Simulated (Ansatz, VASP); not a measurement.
**Pb in VASP and in Ansatz**

POSCAR

```
Pb
1.0
    0.0000000000      2.4750200000      2.4750200000
    2.4750200000      0.0000000000      2.4750200000
    2.4750200000      2.4750200000      0.0000000000
Pb
1
Direct
    0.0000000000      0.0000000000      0.0000000000
```

The input INCAR.step1:

```
SYSTEM = Pb
PREC     = Accurate       ! precision mode
ENCUT    = 600            ! plane-wave cutoff, eV
ISMEAR   = -1             ! smearing method
SIGMA    = 0.05           ! smearing width, eV
LREAL    = .False.        ! projectors in reciprocal space
LASPH    = .True.         ! aspherical terms in the spheres
NELM     = 80             ! most SCF steps
GGA      = PE             ! functional
ALGO     = Normal         ! electronic algorithm
EDIFF    = 1E-4           ! SCF threshold, eV
LWAVE    = .True.         ! write WAVECAR
LCHARG   = .False.        ! write CHGCAR
```

Contents of INCAR.step2:

```
SYSTEM = Pb
PREC     = Accurate       ! precision mode
ENCUT    = 600            ! plane-wave cutoff, eV
EDIFF    = 1E-6           ! SCF threshold, eV
ISMEAR   = -1             ! smearing method
SIGMA    = 0.05           ! smearing width, eV
LREAL    = .False.        ! projectors in reciprocal space
LASPH    = .True.         ! aspherical terms in the spheres
NELM     = 80             ! most SCF steps
ALGO     = Normal         ! electronic algorithm
ISIF     = 3              ! what is computed and relaxed
LWAVE    = .False.        ! write WAVECAR
LCHARG   = .False.        ! write CHGCAR
METAGGA  = R2SCAN         ! meta-GGA
LMIXTAU  = .True.       
IVDW     = 12             ! dispersion correction
VDW_S6   = 1.0          
VDW_S8   = 0.78981345   
VDW_A1   = 0.49484001   
VDW_A2   = 5.73083694   
IBRION   = 2              ! ionic algorithm
NSW      = 60             ! ionic steps
EDIFFG   = -0.01          ! ionic threshold
ISTART   = 1
```

Contents of KPOINTS:

```
Automatic mesh
0
Gamma
  9 9 9
  0 0 0
```

Contents of input.yaml:

```yaml
crystal:
  lattice:
    - [0.0, 2.47502, 2.47502]
    - [2.47502, 0.0, 2.47502]
    - [2.47502, 2.47502, 0.0]
  atoms:
    - { symbol: Pb, position: [0.0, 0.0, 0.0] }
hamiltonian:
  xc: r2scan
  pseudopotentials: { kind: paw }
  dispersion: d3bj
kpoints:
  mp_grid: { grid: [9, 9, 9] }
scf:
  occupations: { method: fermi_dirac, width: 0.05 }
output:
  forces: true
  stress: true
relax:
  f_tol: 0.01
  max_steps: 40
  cell: { stress_tol: 0.05 }
```

Alike in both runs: task relaxation of cell and atoms; functional r2SCAN; dispersion D3(BJ); k mesh 9 × 9 × 9; occupations fermi-dirac, width 0.05 eV; no spin polarisation.

|  | VASP | Ansatz |
| --- | --- | --- |
| version | VASP 6.6.1 | Ansatz 0.2.0 |
| potentials or method | VASP PAW PBE potentials, release 64 (Pb_d) | Ansatz PAW |
| plane-wave cutoff (eV) | 600 | 500 |
| valence electrons in the cell | 14 | 14 |

Ansatz gave:

```
relaxed volume (Å³/atom)                                        : 30.36
relaxed length of the cell vector where the two differ most in proportion (Å) : 3.502
```

Question: What did VASP give for the same quantities?

Answer: Relaxed volume (Å³/atom): 30.41; relaxed length of the cell vector where the two differ most in proportion (Å): 3.504.

VASP's potentials were made for PBE, not for r2SCAN.

Neither program's run includes spin-orbit coupling. Noted on Ansatz's run: the plane-wave basis is chosen anew once the cell has moved, so the energies of steps on either side of that aren't comparable.
